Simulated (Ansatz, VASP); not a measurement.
## Two plane-wave programs on Y3AlN4

The input INCAR:

```
  ALGO = Normal
  EDIFF = 1E-6
  ENCUT = 520
  GGA = PE
  ISIF = 2
  ISMEAR = 0
  ISPIN = 2
  LASPH = True
  LCHARG = True
  LELF = True
  LMAXMIX = 4
  LORBIT = 11
  LREAL = False
  LVHAR = True
  LWAVE = False
  MAGMOM = 0 0 0 0 1 1 1 1
  NBANDS = 42
  NELM = 150
  PREC = Accurate
  SIGMA = 0.1
```

The input KPOINTS:

```
k-points
0
Gamma
  4 4 4
```

File POSCAR:

```
Y3AlN4
1.0
    5.0398178000      0.0000000000      0.0000000000
    0.0000000000      5.0398178000      0.0000000000
    0.0000000000      0.0000000000      5.0398178000
Y Al N
3 1 4
Direct
    0.0000000000      0.0000000000      0.5000000000
    0.5000000000      0.0000000000      0.0000000000
    0.0000000000      0.5000000000      0.0000000000
    0.5000000000      0.5000000000      0.5000000000
    0.5000000000      0.5000000000      0.0000000000
    0.0000000000      0.5000000000      0.5000000000
    0.5000000000      0.0000000000      0.5000000000
    0.0000000000      0.0000000000      0.0000000000
```

Input for Ansatz:

```yaml
crystal:
  lattice:
    - [5.0398178, 0.0, 0.0]
    - [0.0, 5.0398178, 0.0]
    - [0.0, 0.0, 5.0398178]
  atoms:
    - { symbol: "Y", position: [0.0, 0.0, 0.5] }
    - { symbol: "Y", position: [0.5, 0.0, 0.0] }
    - { symbol: "Y", position: [0.0, 0.5, 0.0] }
    - { symbol: Al, position: [0.5, 0.5, 0.5] }
    - { symbol: "N", position: [0.5, 0.5, 0.0], spin: 1.0 }
    - { symbol: "N", position: [0.0, 0.5, 0.5], spin: 1.0 }
    - { symbol: "N", position: [0.5, 0.0, 0.5], spin: 1.0 }
    - { symbol: "N", position: [0.0, 0.0, 0.0], spin: 1.0 }
basis:
  ecutwfc: 420
kpoints:
  mp_grid: { grid: [4, 4, 4] }
hamiltonian:
  xc: pbe
scf:
  occupations: { method: gaussian, width: 0.1 }
  lower_state_search: "off"
output:
  forces: true
  stress: true
  eigenvalues: true
  populations: true
magnetization:
  spin_polarized: true
```

Alike in both runs: task single point; functional PBE; k mesh 4 × 4 × 4; occupations gaussian, width 0.1 eV; collinear spin.

```csv
,VASP,Ansatz
version,VASP 6.6.1,Ansatz 0.2.0
potentials or method,"VASP PAW PBE potentials, release 64 (Y_sv, Al, N), cutoff 520 eV","scalar-relativistic, plane waves, PAW"
valence electrons in the cell,56,56
```

VASP gave:

- gap on the k mesh at the Fermi level (eV): none
- pressure (GPa): -18.3
- net moment per atom (μB): 0.00

Task: Estimate Ansatz's values.

Result: gap on the k mesh at the Fermi level (eV): none; pressure (GPa): -18.2; net moment per atom (μB): 0.00.

A gap of «none» marks a metal or a gap that the smearing closes. Ansatz's warnings: seeded moment not kept.
